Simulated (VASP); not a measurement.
**CdS: single point with PBE**

CdS:

```
CELL_PARAMETERS angstrom
4.16460 0.00000 0.00000
-2.08230 3.60665 0.00000
0.00000 0.00000 6.76601
ATOMIC_POSITIONS crystal
Cd 0.33333 0.66667 0.99904
Cd 0.66667 0.33333 0.49904
S 0.33333 0.66667 0.37596
S 0.66667 0.33333 0.87596
```

| Quantity | Value |
| --- | --- |
| Program | VASP 6.6.1 |
| Task | single point |
| Functional | PBE |
| Potentials or basis | VASP PAW PBE potentials, release 64 (Cd, S) |
| Cutoff | 520 eV |
| k mesh | 6 × 6 × 4 |
| Occupations | gaussian, width 0.01 eV |
| Spin | no spin polarisation |
| Dipole correction | no |
| Further INCAR settings | ALGO = Normal; EDIFF = 1e-06; NBANDS = 26 |

```
Pressure               : 1.7 GPa
Band gap on the k mesh : 1.17 eV, direct
```

Levels at points of the mesh, in eV from the valence-band top:
```
           k point  band 14  band 15  band 16  band 17  band 18  band 19  band 20  band 21  band 22  band 23
(0.00, 0.00, 0.00)    -0.73    -0.73    -0.04     0.00     0.00     1.17     2.76     6.48     6.48     6.80
(0.50, 0.00, 0.00)    -3.44    -2.55    -1.81    -1.24    -0.73     3.68     3.88     5.12     6.35     7.04
(0.00, 0.00, 0.50)    -2.41    -0.38    -0.38    -0.38    -0.38     2.81     2.81     6.17     6.17     6.82
(0.50, 0.00, 0.50)    -4.03    -1.30    -1.30    -1.27    -1.27     3.48     3.48     5.37     5.37     7.87
```

Wall time 78 s on 1 thread of Intel Xeon 8259CL, with other jobs on the host, peak memory 0.23 GiB.
